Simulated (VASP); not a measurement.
# ZnSe in VASP: single point with PBE

Aim: the single point of ZnSe with PBE.

All numbers are computed with VASP 6.6.1; they aren't measurements. Logs are shortened: lines on timing, memory, paths and dates and some standing lists are left out, and cuts for length are marked.

### 1 The cell of the first run

The cell holds a slab with vacuum, 16 atoms: a = 8.106 Å, b = 8.106 Å, c = 25.564 Å, α = 90.00°, β = 90.00°, γ = 120.00°.

### 2 Single point, PBE

File INCAR:

```
SYSTEM = ZnSe
  ALGO = Normal
  DIPOL = 0.5 0.5 0.388
  EDIFF = 1E-7
  ENCUT = 520
  GGA = PE
  IDIPOL = 3
  ISIF = 2
  ISMEAR = 0
  LASPH = .TRUE.
  LCHARG = .TRUE.
  LDIPOL = .TRUE.
  LELF = .TRUE.
  LREAL = Auto
  LUSENCCL = .FALSE.
  LVACPOTAV = .TRUE.
  LVHAR = .TRUE.
  LWAVE = .FALSE.
  NBANDS = 86
  NELM = 60
  PREC = Accurate
  SIGMA = 0.05
```

File KPOINTS:

```
k-points
0
G
  2 2 1
  0 0 0
```

File POSCAR:

```
ZnSe
1.0
    8.1060462700      0.0000000000      0.0000000000
   -4.0530231350      7.0200419941      0.0000000000
    0.0000000000      0.0000000000     25.5635994152
Se Zn
8 8
Direct
    0.5000000000      0.0000000000      0.3129449758
    0.5000000000      0.5000000000      0.3129449758
    0.0000000000      0.0000000000      0.3129449758
    0.0000000000      0.5000000000      0.3129449758
    0.6473191458      0.8184923310      0.4511453826
    0.6647755019      0.3257347273      0.4445044596
    0.1718012853      0.8195516505      0.4511230440
    0.1720822785      0.3437677334      0.4588074915
    0.1666666667      0.8333333333      0.3453081759
    0.1666666667      0.3333333333      0.3453081759
    0.6666666667      0.8333333333      0.3453081759
    0.6666666667      0.3333333333      0.3453081759
    0.3256286236      0.6512688329      0.4084014670
    0.3225103709      0.1567373378      0.4501443014
    0.8327550124      0.6645050264      0.4626651409
    0.8367192015      0.1544458994      0.4472334313
```

Potentials or basis: VASP PAW PBE potentials, release 64 (Se, Zn).

Command:

```bash
$ cat potpaw_PBE.64/Se/POTCAR potpaw_PBE.64/Zn/POTCAR > POTCAR
$ mpirun -np 1 vasp_std > vasp.out
```

OUTCAR:

```text
SYSTEM = ZnSe
   EDIFF = 1E-7
   ENCUT = 520
   GGA = PE
   ISIF = 2
   ISMEAR = 0
   LASPH = .TRUE.
   LREAL = Auto
   NELM = 60
   PREC = Accurate

 ion  position               nearest neighbor table
   1  0.500  0.000  0.313-   9 2.48  12 2.48  11 2.48
   2  0.500  0.500  0.313-  10 2.48  11 2.48  12 2.48
   3  0.000  0.000  0.313-  11 2.48  10 2.48   9 2.48
   4  0.000  0.500  0.313-  12 2.48   9 2.48  10 2.48
   5  0.647  0.818  0.451-  16 2.37  15 2.40  13 2.51  11 2.71
   6  0.665  0.326  0.445-  14 2.41  16 2.41  15 2.42  12 2.54
   7  0.172  0.820  0.451-  14 2.37  15 2.40  13 2.51   9 2.71
   8  0.172  0.344  0.459-  16 2.38  14 2.38  13 2.51  10 2.90
   9  0.167  0.833  0.345-   1 2.48   4 2.48   3 2.48   7 2.71  13 2.89
  10  0.167  0.333  0.345-   2 2.48   3 2.48   4 2.48  13 2.75   8 2.90
  11  0.667  0.833  0.345-   3 2.48   2 2.48   1 2.48   5 2.71  13 2.89
  12  0.667  0.333  0.345-   4 2.48   1 2.48   2 2.48   6 2.54
  13  0.326  0.651  0.408-   5 2.51   7 2.51   8 2.51  10 2.75   9 2.89  11 2.89
  14  0.323  0.157  0.450-   7 2.37   8 2.38   6 2.41
  15  0.833  0.665  0.463-   7 2.40   5 2.40   6 2.42
  16  0.837  0.154  0.447-   5 2.37   8 2.38   6 2.41

  LATTYP: Found a hexagonal cell.
 ALAT       =     8.1060462700
 C/A-ratio  =     3.1536458791

  Lattice vectors:

 A1 = (   8.1060462700,   0.0000000000,   0.0000000000)
 A2 = (  -4.0530231350,   7.0200419941,   0.0000000000)
 A3 = (   0.0000000000,   0.0000000000,  25.5635994152)

Analysis of symmetry for initial positions (statically):
=====================================================================
 Subroutine PRICEL returns:
 Original cell was already a primitive cell.

 Routine SETGRP: Setting up the symmetry group for a
 hexagonal supercell.

 Subroutine GETGRP returns: Found  1 space group operations
 (whereof  1 operations were pure point group operations)
 out of a pool of 24 trial point group operations.

The static configuration has the point symmetry C_1 .

Analysis of symmetry for dynamics (positions and initial velocities):
=====================================================================
 Subroutine PRICEL returns:
 Original cell was already a primitive cell.

 Routine SETGRP: Setting up the symmetry group for a
 hexagonal supercell.

 Subroutine GETGRP returns: Found  1 space group operations
 (whereof  1 operations were pure point group operations)
 out of a pool of 24 trial point group operations.

The dynamic configuration has the point symmetry C_1 .

 Subroutine INISYM returns: Found  1 space group operations
 (whereof  1 operations are pure point group operations),
 and found     1 'primitive' translations

----------------------------------------------------------------------------------------

                                     Primitive cell

  volume of cell :    1454.6911

  direct lattice vectors                    reciprocal lattice vectors
     8.106046270  0.000000000  0.000000000     0.123364704  0.071224645 -0.000000000
    -4.053023135  7.020041994  0.000000000     0.000000000  0.142449290  0.000000000
     0.000000000  0.000000000 25.563599415     0.000000000 -0.000000000  0.039118122

  length of vectors
     8.106046270  8.106046270 25.563599415     0.142449290  0.142449290  0.039118122

  position of ions in fractional coordinates (direct lattice)
     0.500000000  0.000000000  0.312944976
     0.500000000  0.500000000  0.312944976
     0.000000000  0.000000000  0.312944976
     0.000000000  0.500000000  0.312944976
     0.647319146  0.818492331  0.451145383
     0.664775502  0.325734727  0.444504460
[... 8 lines left out ...]
     0.832755012  0.664505026  0.462665141
     0.836719202  0.154445899  0.447233431

  ion indices of the primitive-cell ions
   primitive index   ion index
                 1           1
                 2           2
                 3           3
                 4           4
                 5           5
                 6           6
[... 8 lines left out ...]
                15          15
                16          16

----------------------------------------------------------------------------------------

 KPOINTS: k-points

Automatic generation of k-mesh.
 Grid dimensions read from file:
 generate k-points for:    2    2    1

 Generating k-lattice:

  Cartesian coordinates                     Fractional coordinates (reciprocal lattice)
     0.061682352  0.035612323 -0.000000000     0.500000000  0.000000000  0.000000000
     0.000000000  0.071224645  0.000000000     0.000000000  0.500000000  0.000000000
     0.000000000 -0.000000000  0.039118122     0.000000000  0.000000000  1.000000000

  Length of vectors
     0.071224645  0.071224645  0.039118122

  Shift w.r.t. Gamma in fractional coordinates (k-lattice)
     0.000000000  0.000000000  0.000000000

 Subroutine IBZKPT returns following result:
 ===========================================

 Found      4 irreducible k-points:

 Following reciprocal coordinates:
            Coordinates               Weight
  0.000000  0.000000  0.000000      1.000000
  0.500000  0.000000  0.000000      1.000000
  0.000000  0.500000  0.000000      1.000000
  0.500000  0.500000  0.000000      1.000000
   k-points           NKPTS =      4   k-points in BZ     NKDIM =      4   number of bands    NBANDS=     86
   number of dos      NEDOS =    301   number of ions     NIONS =     16
   total plane-waves  NPLWV = 691200
   dimension x,y,z NGX =    60 NGY =   60 NGZ =  192
   dimension x,y,z NGXF=   120 NGYF=  120 NGZF=  384
   ions per type =               8   8
   NGX,Y,Z   is equivalent  to a cutoff of  12.31, 12.31, 12.49 a.u.
   NGXF,Y,Z  is equivalent  to a cutoff of  24.61, 24.61, 24.97 a.u.
 SYSTEM =  ZnSe
   PREC   = accura    normal or accurate (medium, high low for compatibility)
   ISTART =      0    job   : 0-new  1-cont  2-samecut
   ICHARG =      2    charge: 1-file 2-atom 10-const
   ISPIN  =      1    spin polarized calculation?
   LNONCOLLINEAR =      F non collinear calculations
   LSORBIT =      F    spin-orbit coupling
   LASPH  =      T    aspherical Exc in radial PAW
   ENCUT  =  520.0 eV  38.22 Ry    6.18 a.u.  15.07 15.07 47.53*2*pi/ulx,y,z
   NELM   =     60;   NELMIN=  2; NELMDL= -5     # of ELM steps
   EDIFF  = 0.1E-06   stopping-criterion for ELM
   LREAL  =      T    real-space projection
   EDIFFG = 0.1E-05   stopping-criterion for IOM
   NSW    =      0    number of steps for IOM
   IBRION =     -1    ionic relax: 0-MD 1-quasi-New 2-CG
   NFREE  =      0    steps in history (QN), initial steepest desc. (CG)
   ISIF   =      2    stress and relaxation
   ISYM   =      2    0-nonsym 1-usesym 2-fastsym
   POTIM  = 0.5000    time-step for ionic-motion
   TEBEG  =    0.0;   TEEND  =   0.0 temperature during run
   PSTRESS=    0.0 pullay stress
   NELECT =     144.0000    total number of electrons
   NUPDOWN=      -1.0000    fix difference up-down
   EMIN   =  10.00;   EMAX   =-10.00  energy-range for DOS
   EFERMI =   0.00;   METHOD = LEGACY
   ISMEAR =     0;   SIGMA  =   0.05  broadening in eV -4-tet -1-fermi 0-gaus
   EFERMI_NEDOS =   21; number of points for ismear=-14 and -15
   IALGO  =     38    algorithm
   IMIX   =      4    mixing-type and parameters
     AMIX     =   0.40;   BMIX     =  1.00
     AMIX_MAG =   1.60;   BMIX_MAG =  1.00
  volume/ion in A,a.u.               =      90.92       613.55
  Fermi-wavevector in a.u.,A,eV,Ry     =   0.757307  1.431103  7.803134  0.573514
  Thomas-Fermi vector in A             =   1.855624
   LORBIT       =      0    0 simple, 1 ext, 2 COOP (PROOUT), +10 PAW based schemes
   GGA     = PE    functional components
   LHFCALC =     F    Hartree Fock is set to
   AEXX    =    0.0000 exact exchange contribution
   IVDW    =     0    specifies the selected vdW correction
   LEPSILON=     F    determine dielectric tensor
   LRPA    =     F    only Hartree local field effects (RPA)
 non-spin polarized calculation
 Gauss-broadening in eV      SIGMA  =   0.05
  energy-cutoff  :      520.00
  volume of cell :     1454.69
 maximum number of plane-waves:     39226
   NGX = 31   NGY = 31   NGZ = 95

 dipolmoment           0.000000      0.000000      0.000001 electrons x Angstroem

 number of electron     144.0000083 magnetization

 dipolmoment           0.000000      0.000000     -0.599398 electrons x Angstroem

 Free energy of the ion-electron system (eV)
  ---------------------------------------------------
  ext. energy  EPLUGINS =         0.00000000
  ---------------------------------------------------
  free energy    TOTEN  =       -44.16849560 eV

  energy without entropy =      -44.16849557  energy(sigma->0) =      -44.16849558

 E-fermi :  -3.2014     XC(G=0):  -2.8151

 val. band max:       -3.3846235598   @ k =   0.0000   0.0000   0.0000
 cond. band min:      -3.0219120411   @ k =   0.0000   0.0000   0.0000
 fundamental gap:      0.3627115187
 Fermi energy:        -3.2014463297

 k-point     1 :       0.0000    0.0000    0.0000
  band No.  band energies     occupation
      1     -17.2573      2.00000
      2     -16.7606      2.00000
      3     -16.6015      2.00000
      4     -16.5764      2.00000
      5     -15.5426      2.00000
      6     -15.0625      2.00000
[... 76 lines left out ...]
     83       0.1942      0.00000
     84       0.3217      0.00000

 k-point     2 :       0.5000    0.0000    0.0000
  band No.  band energies     occupation
      1     -17.0714      2.00000
      2     -16.8979      2.00000
      3     -16.6873      2.00000
      4     -16.5869      2.00000
      5     -15.3302      2.00000
      6     -15.2708      2.00000
[... 76 lines left out ...]
     83       0.7866      0.00000
     84       1.1582      0.00000

 k-point     3 :       0.0000    0.5000    0.0000
  band No.  band energies     occupation
      1     -17.0665      2.00000
      2     -16.9077      2.00000
      3     -16.6625      2.00000
      4     -16.6075      2.00000
      5     -15.3484      2.00000
      6     -15.2414      2.00000
[... 76 lines left out ...]
     83       0.7438      0.00000
     84       1.2413      0.00000

 k-point     4 :       0.5000    0.5000    0.0000
  band No.  band energies     occupation
      1     -17.0702      2.00000
      2     -16.9039      2.00000
      3     -16.6799      2.00000
      4     -16.5892      2.00000
      5     -15.3383      2.00000
      6     -15.2579      2.00000
[... 76 lines left out ...]
     83       0.7572      0.00000
     84       1.1540      0.00000
 [bands above 84 left out]

------------------------ aborting loop because EDIFF is reached ----------------------------------------

  FORCE on cell =-STRESS in cart. coord.  units (eV):
  Direction    XX          YY          ZZ          XY          YZ          ZX
  --------------------------------------------------------------------------------------
  -------------------------------------------------------------------------------------
  Total       -2.1844867     -1.0207419     -0.6835587      0.1015887     -0.0322203      0.0282701
  in kB       -2.4059644     -1.1242315     -0.7528624      0.1118884     -0.0354870      0.0311363
  external PRESSURE =      -1.4276861 kB  Pullay stress =       0.0000000 kB

 VOLUME and BASIS-vectors are now :
 -----------------------------------------------------------------------------
  energy-cutoff  :      520.00
  volume of cell :     1454.69
      direct lattice vectors                 reciprocal lattice vectors
     8.106046270  0.000000000  0.000000000     0.123364704  0.071224645 -0.000000000
    -4.053023135  7.020041994  0.000000000     0.000000000  0.142449290  0.000000000
     0.000000000  0.000000000 25.563599415     0.000000000 -0.000000000  0.039118122

 POSITION                                       TOTAL-FORCE (eV/Angst)
 -----------------------------------------------------------------------------------
      4.05302      0.00000      8.00000         0.004182     -0.173958      0.534341
      2.02651      3.51002      8.00000        -0.240359      0.068028      0.519941
      0.00000      0.00000      8.00000        -0.008691      0.100445      0.481688
     -2.02651      3.51002      8.00000         0.239905      0.067730      0.532943
      1.92983      5.74585     11.53290         0.190561     -0.069183      0.411276
      4.06849      2.28667     11.36313        -0.032409      0.135410      0.381834
[... 8 lines left out ...]
      4.05710      4.66485     11.82739        -0.007617      0.075267     -0.538697
      6.15651      1.08422     11.43290         0.100178      0.005381     -0.077977
 -----------------------------------------------------------------------------------
    total drift:                               -0.000608     -0.000358      0.046602

  FREE ENERGIE OF THE ION-ELECTRON SYSTEM (eV)
  ---------------------------------------------------
  free  energy   TOTEN  =       -44.1684956010 eV

  energy  without entropy=      -44.1684955651  energy(sigma->0) =      -44.16849558

 vacuum level on the upper side and lower side of the slab         0.837         2.743
```

Wall time 1.7 min (1 × NVIDIA H100 80GB with 1 thread of AMD EPYC 7R13 (Zen 3), shared host); peak memory 2 GiB.

What came out:

```
Free energy            : -44.1685 eV
Largest force          : 0.777 eV/Å
Band gap on the k mesh : 0.36 eV
```

Forces in eV/Å, atoms in the order of the input:
```
Se   0.004 -0.174  0.534
Se  -0.240  0.068  0.520
Se  -0.009  0.100  0.482
Se   0.240  0.068  0.533
Se   0.191 -0.069  0.411
Se  -0.032  0.135  0.382
Se  -0.169 -0.037  0.385
Se   0.029 -0.040  0.252
Zn  -0.322  0.166 -0.539
Zn   0.015 -0.387 -0.674
Zn   0.320  0.145 -0.557
Zn  -0.018  0.049 -0.552
Zn   0.005 -0.106 -0.427
Zn  -0.106  0.001 -0.134
Zn  -0.008  0.075 -0.539
Zn   0.100  0.005 -0.078
```

Levels at points of the mesh, in eV from the valence-band top:
```csv
k point,band 68,band 69,band 70,band 71,band 72,band 73,band 74,band 75,band 76,band 77
"(0.00, 0.00, 0.00)",-0.94,-0.89,-0.80,0.00,0.00,0.36,1.13,1.78,1.87,2.15
"(0.50, 0.00, 0.00)",-0.88,-0.81,-0.63,-0.62,-0.54,1.44,1.81,2.43,2.85,3.07
"(0.00, 0.50, 0.00)",-0.86,-0.81,-0.64,-0.62,-0.53,1.22,2.09,2.20,2.90,2.99
"(0.50, 0.50, 0.00)",-0.87,-0.82,-0.63,-0.62,-0.54,1.47,1.84,2.41,2.80,2.99
```

Caveat: the k points lie up to 0.45 Å⁻¹ apart; semilocal functionals underestimate gaps, and a narrow one can read as zero.
